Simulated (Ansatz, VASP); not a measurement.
## Ni in VASP and in Ansatz

```
Ni
1.0
    -1.38372    1.38372    1.38372
     1.38372   -1.38372    1.38372
     1.38372    1.38372   -1.38372
Ni
1
Direct
  0.00000 0.00000 0.00000
```

Alike in both runs: task relaxation of cell and atoms; functional revPBE; dispersion D3(BJ); k mesh 13 × 13 × 13; occupations fermi-dirac, width 0.05 eV; collinear spin.

|  | VASP | Ansatz |
| --- | --- | --- |
| version | VASP 6.6.1 | Ansatz 0.2.0 |
| potentials or method | VASP PAW PBE potentials, release 64 (Ni) | Ansatz PAW |
| plane-wave cutoff (eV) | 600 | 420 |
| valence electrons in the cell | 10 | 18 |

```tsv
	VASP	Ansatz	Ansatz less VASP
gap on the k mesh at the Fermi level, each at its own relaxed structure (eV)	none	none	-
net moment per atom (μB)	0.58	0.59	+0.012
size of the moment on the site where the two differ most (μB)	0.58	0.62	+0.037
relaxed volume (Å³/atom)	10.47	10.48	+0.009
relaxed cell length with the largest relative difference (Å)	2.387	2.388	+0.0007
```

VASP's potentials were made for PBE, not for revPBE. Site moments also hang on the region over which each program counts them. A gap of «none» marks a metal or a gap that the smearing closes. VASP's potentials hold 10 valence electrons a cell and Ansatz's 18, so a difference there can come from the potentials and not from the codes.

Noted on Ansatz's run: the plane-wave basis is chosen anew once the cell has moved, so the energies of steps on either side of that aren't comparable.
